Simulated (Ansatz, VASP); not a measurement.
Two plane-wave programs on HfO2

```
CELL_PARAMETERS angstrom
3.39686 0.06384 -0.12695
0.06384 3.45162 -0.03107
-0.18453 -0.04516 4.93484
ATOMIC_POSITIONS crystal
Hf 0.49918 0.50560 0.49993
Hf 0.00817 0.00019 0.99524
O 0.99119 0.49549 0.69358
O 0.49329 0.99966 0.80007
O 0.50777 0.00189 0.30779
O 0.00040 0.49718 0.20339
```

Change from the starting cell: all atoms moved at random (sigma 0.03 Å a component), cell strained at random (sigma 0.05).

Alike in both runs: task single point; functional PBE; k mesh 6 × 6 × 6; occupations gaussian, width 0.05 eV; no spin polarisation.

|  | VASP | Ansatz |
| --- | --- | --- |
| version | VASP 6.6.1 | Ansatz 0.2.0 |
| potentials or method | VASP PAW PBE potentials, release 64 (Hf_pv, O), cutoff 520 eV | scalar-relativistic, plane waves, PAW |
| valence electrons in the cell | 44 | 76 |

```tsv
	VASP	Ansatz	Ansatz less VASP
gap on the k mesh at the Fermi level (eV)	4.88	4.88	-0.001
least direct gap on the mesh (eV)	4.98	4.95	-0.024
pressure (GPa)	52.5	56.8	+4.34
traceless stress, the component that is largest in VASP (GPa)	13.01	13.14	+0.133
rms of the force components (eV/Å)	1.195	1.200	+0.0048
```

Atom by atom the forces differ by 0.018 eV/Å (rms over components). Both programs put the cell under a high pressure, so it lies far from rest at this level. VASP's potentials hold 44 valence electrons a cell and Ansatz's 76, so a difference there can come from the potentials and not from the codes.

Neither program's run includes spin-orbit coupling.
